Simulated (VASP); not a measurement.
Crystal: ZnO.

```xyz
2
Lattice="0.0000 2.1338 2.1338 2.1338 0.0000 2.1338 2.1338 2.1338 0.0000" Properties=species:S:1:pos:R:3 pbc="T T T"
Zn    0.0000    0.0000    0.0000
O     2.1338    2.1338    2.1338
```

Base run:

```yaml
Program: VASP 6.6.1
Functional: r2SCAN
Potentials_or_basis: VASP PAW PBE potentials, release 64 (Zn, O)
Cutoff: 520 eV
k_mesh: 8 × 8 × 8
Occupations: gaussian, width 0.01 eV
Spin: no spin polarisation
```

Its results: band gap on the k mesh 1.55 eV (least direct gap 2.98 eV); pressure 1.5 GPa.

Problem. The run is repeated on the same cell with these changes: functional from r2SCAN to HSE06; k mesh from 8 × 8 × 8 to 4 × 4 × 4. What comes out?

Solution. Band gap on the k mesh 2.70 eV (least direct gap 3.94 eV); pressure 2.4 GPa.

Several settings changed at once.

Caveats: some runs use coarse meshes; the PAW data sets were made with another functional, which shifts forces and pressure a little.

A k mesh can miss the band edges.
